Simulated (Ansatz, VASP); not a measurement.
Two plane-wave programs on HfO2

File INCAR:

```
SYSTEM = HfO2
PREC = Accurate
ENCUT = 520
EDIFF = 1E-7
ISMEAR = 0
SIGMA = 0.05
LREAL = .FALSE.
LASPH = .TRUE.
NELM = 60
ALGO = Normal
ISIF = 2
LWAVE = .FALSE.
LCHARG = .TRUE.
GGA = PE
LELF = .TRUE.
LVHAR = .TRUE.
NBANDS = 31
```

KPOINTS

```
Automatic mesh
0
G
  6 6 6
  0 0 0
```

The input POSCAR:

```
HfO2
1.0
    0.0000000000     -2.5489194559     -2.5489194559
    0.0000000000      2.5489194559     -2.5489194559
    5.0978389119      0.0000000000      0.0000000000
Hf O
2 4
Direct
    0.5154182981      0.4845817019      0.5000000000
   -0.0154182981      0.0154182981      0.0000000000
    0.0001124678      0.5001124678      0.7500000000
    0.4998875322     -0.0001124678      0.2500000000
    0.0001124678      0.5001124678      0.2500000000
    0.4998875322     -0.0001124678      0.7500000000
```

Input for Ansatz:

```yaml
crystal:
  lattice:
    - [0.0, -2.5489194559, -2.5489194559]
    - [0.0, 2.5489194559, -2.5489194559]
    - [5.0978389119, 0.0, 0.0]
  atoms:
    - { symbol: Hf, position: [0.5154182981, 0.4845817019, 0.5] }
    - { symbol: Hf, position: [-0.0154182981, 0.0154182981, 0.0] }
    - { symbol: O, position: [0.0001124678, 0.5001124678, 0.75] }
    - { symbol: O, position: [0.4998875322, -0.0001124678, 0.25] }
    - { symbol: O, position: [0.0001124678, 0.5001124678, 0.25] }
    - { symbol: O, position: [0.4998875322, -0.0001124678, 0.75] }
basis:
  ecutwfc: 520.0
kpoints:
  mp_grid: { grid: [6, 6, 6] }
hamiltonian:
  xc: pbe
  pseudopotentials: { kind: paw, azcp: { folder: soft_1 } }
scf:
  occupations: { method: gaussian, width: 0.05 }
output:
  forces: true
  stress: true
  eigenvalues: true
```

Change from the starting cell: mode 1 frozen in at +0.000 Å and mode 5 at -0.079 Å (largest displacements).

Alike in both runs: task single point; functional PBE; k mesh 6 × 6 × 6; occupations gaussian, width 0.05 eV; no spin polarisation.

|  | VASP | Ansatz |
| --- | --- | --- |
| version | VASP 6.6.1 | Ansatz 0.2.0 |
| potentials or method | VASP PAW PBE potentials, release 64 (Hf_pv, O), cutoff 520 eV | scalar-relativistic, plane waves, PAW |
| valence electrons in the cell | 44 | 76 |

|  | VASP | Ansatz | Ansatz less VASP |
| --- | --- | --- | --- |
| gap on the k mesh at the Fermi level (eV) | 3.75 | 3.75 | -0.003 |
| least direct gap on the mesh (eV) | 3.75 | 3.75 | -0.003 |
| pressure (GPa) | -3.0 | 0.7 | +3.65 |
| traceless stress, the component that is largest in VASP (GPa) | -0.25 | -0.24 | +0.011 |
| rms of the force components (eV/Å) | 0.137 | 0.147 | +0.0095 |

Atom by atom the forces differ by 0.019 eV/Å (rms over components). With one functional, cell and mesh, what is left measures potentials, basis and numerics. VASP's potentials hold 44 valence electrons a cell and Ansatz's 76, so a difference there can come from the potentials and not from the codes.

Neither program's run includes spin-orbit coupling.
